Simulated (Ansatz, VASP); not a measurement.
## AlRu: VASP beside Ansatz

```
Al Ru
1.0
     2.93176    0.00000    0.00000
     0.00000    2.93176    0.00000
     0.00000    0.00000    3.02105
Al Ru
1 1
Direct
  0.00000 0.00000 0.00000
  0.50000 0.50000 0.50000
```

Change from the starting cell: strain -0.015 along x and y, +0.015 along z, atoms carried along.

Alike in both runs: task single point; functional PBEsol; k mesh 20 × 20 × 20; occupations gaussian, width 0.15 eV; no spin polarisation.

|  | VASP | Ansatz |
| --- | --- | --- |
| version | VASP 6.6.1 | Ansatz 0.2.0 |
| potentials or method | VASP PAW PBE potentials, release 64 (Al, Ru_pv), cutoff 520 eV | scalar-relativistic, plane waves, PAW |
| valence electrons in the cell | 17 | 19 |

```tsv
	VASP	Ansatz	Ansatz less VASP
gap on the k mesh at the Fermi level (eV)	none	none	-
pressure (GPa)	3.6	3.6	+0.01
traceless stress, the component that is largest in VASP (GPa)	-3.66	-3.64	+0.024
```

VASP's potentials were made for PBE, not for PBEsol. A gap of «none» marks a metal or a gap that the smearing closes. The functional is the same, so the differences come from potentials, cutoffs and numerics. VASP's potentials hold 17 valence electrons a cell and Ansatz's 19, so a difference there can come from the potentials and not from the codes.
